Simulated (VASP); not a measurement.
A run of VASP 6.6.1 is set up as follows.

File INCAR:

```
PREC     = Accurate       # precision mode
ENCUT    = 520            # plane-wave cutoff, eV
EDIFF    = 1E-6           # SCF threshold, eV
ISMEAR   = 0              # smearing method
SIGMA    = 0.1            # smearing width, eV
LREAL    = F              # projectors in reciprocal space
LASPH    = T              # aspherical terms in the spheres
NELM     = 150            # most SCF steps
ALGO     = Normal         # electronic algorithm
ISIF     = 2              # what is computed and relaxed
LWAVE    = F              # write WAVECAR
LCHARG   = F              # write CHGCAR
ISPIN    = 2              # spin polarisation
MAGMOM   = 1.95           # initial moments
LORBIT   = 11             # projections on sites
LMAXMIX  = 4              # l up to which the mixer works
GGA      = PE             # functional
NBANDS   = 14             # bands
```

The input KPOINTS:

```
regular mesh
0
Gamma
  20 20 20
```

POSCAR

```
Co
1.0
    0.0000000000      1.7601849650      1.7601849650
    1.7601849650      0.0000000000      1.7601849650
    1.7601849650      1.7601849650      0.0000000000
Co
1
Direct
    0.0000000000      0.0000000000      0.0000000000
```

Potentials or basis: VASP PAW PBE potentials, release 64 (Co).

Run with:

```sh
$ cat potpaw_PBE.64/Co/POTCAR > POTCAR
$ mpirun -np 1 vasp_std > vasp.out
```

Estimate the site moments.

Co +1.65 μB.

Estimate the net moment.

1.64 μB per cell.

Predict the pressure.

-0.7 GPa.
